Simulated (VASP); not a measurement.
Set up this calculation in VASP 6.6.1, as the native input.

* Task: single point
* Functional: RPBE
* Potentials or basis: VASP PAW PBE potentials, release 64 (Nb_sv)
* Cutoff: 500 eV
* k mesh: 12 × 12 × 12
* Occupations: fermi-dirac, width 0.1 eV
* Spin: no spin polarisation
* Dipole correction: no
* Further INCAR settings: ALGO = Normal; EDIFF = 1e-06; NBANDS = 12

The structure of Nb lies in POSCAR:

```
Nb
1.0
    2.8820460000      0.0000000000      0.0000000000
   -0.9606819699      2.7172190377      0.0000000000
   -0.9606819699     -1.3586094550      2.3531807511
Nb
1
Direct
    0.0000000000      0.0000000000      0.0000000000
```

These files were run (other wordings do the same):

INCAR

```
SYSTEM = Nb
PREC     = Accurate       ! precision mode
ENCUT    = 500            ! plane-wave cutoff, eV
EDIFF    = 1E-6           ! SCF threshold, eV
ISMEAR   = -1             ! smearing method
SIGMA    = 0.1            ! smearing width, eV
LREAL    = .False.        ! projectors in reciprocal space
LASPH    = .True.         ! aspherical terms in the spheres
NELM     = 120            ! most SCF steps
ALGO     = Normal         ! electronic algorithm
ISIF     = 2              ! what is computed and relaxed
LWAVE    = .False.        ! write WAVECAR
LCHARG   = .True.         ! write CHGCAR
GGA      = RP             ! functional
LELF     = .True.         ! ELF
LVHAR    = .True.       
NBANDS   = 12             ! bands
GGA_COMPAT= .False.
```

KPOINTS

```
Automatic mesh
0
Gamma
  12 12 12
  0 0 0
```

Potentials or basis: VASP PAW PBE potentials, release 64 (Nb_sv).

Command:

```console
$ cat potpaw_PBE.64/Nb_sv/POTCAR > POTCAR
$ mpirun -np 1 vasp_std > vasp.out
```

It gave:

```
Pressure : -0.3 GPa
```

Caveat: the PAW data sets were made with another functional, which shifts forces and pressure a little.

It took 9.5 s on 1 thread of Intel(R) Xeon(R) Platinum 8124M CPU @ 3.00GHz (Skylake/Cascade Lake) (shared host), peak memory 0.14 GiB.
